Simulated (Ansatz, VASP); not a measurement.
One calculation of Nb, two programs

```
CELL_PARAMETERS angstrom
-1.65882 1.65882 1.65882
1.65882 -1.65882 1.65882
1.65882 1.65882 -1.65882
ATOMIC_POSITIONS crystal
Nb 0.01507 0.01507 0.00000
```

Alike in both runs: task single point; functional PBE; k mesh 10 × 10 × 10; occupations methfessel-paxton of order 1, width 0.0091 eV; no spin polarisation.

|  | VASP | Ansatz |
| --- | --- | --- |
| version | VASP 6.6.1 | Ansatz 0.2.0 |
| potentials or method | VASP PAW PBE potentials, release 64 (Nb_sv), cutoff 500 eV | scalar-relativistic, plane waves, PAW |
| valence electrons in the cell | 13 | 13 |

```csv
,VASP,Ansatz,Ansatz less VASP
gap on the k mesh at the Fermi level (eV),none,none,-
pressure (GPa),-1.2,-0.8,+0.39
```

A gap of «none» marks a metal or a gap that the smearing closes.
